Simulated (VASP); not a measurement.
Runs of VASP 6.6.1 on KF. The structure is that of space group Fm-3m (No. 225), or close to it. The cells are those of the table. 

```csv
task,level,cell,k mesh,cutoff (eV),smearing,gap on the mesh (eV),pressure (GPa),relaxed volume (Å³/atom)
single point,r2SCAN,"a = 3.760 Å, angles 60.0°, 2 atoms",8 × 8 × 8,520,fermi-dirac 0.02 eV,6.91,0.0,-
single point,PBE,"a = 3.833 Å, angles 60.0°, 2 atoms",8 × 8 × 8,520,fermi-dirac 0.02 eV,5.95,0.0,-
single point,r2SCAN,"a = 3.760 Å, angles 60.0°, 2 atoms",8 × 8 × 8,520,gaussian 0.01 eV,6.91,0.0,-
relaxation of cell and atoms,r2SCAN,"relaxed from a = 3.833 Å, angles 60.0°, 2 atoms",8 × 8 × 8,600,fermi-dirac 0.02 eV,(a),0.0,18.77
single point,PBE,"a = 3.760 Å, angles 60.0°, 2 atoms",4 × 4 × 4,520,gaussian 0.01 eV,6.24,2.0,-
relaxation of cell and atoms,PBE,"relaxed from a = 3.504 Å, angles 60.0°, 2 atoms",8 × 8 × 8,600,fermi-dirac 0.02 eV,(b),0.0,19.86
single point,PBE,"a = 3.760 Å, angles 60.0°, 2 atoms",8 × 8 × 8,520,fermi-dirac 0.02 eV,6.24,2.0,-
```

Alike in all rows: potentials or basis VASP PAW PBE potentials, release 64 (K_sv, F); no spin polarisation.

Problem. Fill in the values left out.

Solution. (a) 6.92; (b) 5.96.

Caveats: some runs use coarse meshes; the PAW data sets were made with another functional, which shifts forces and pressure a little (some runs); the volume moved by over 15 % at a fixed basis, so the end points are rough (some runs).

A k mesh can miss the band edges.
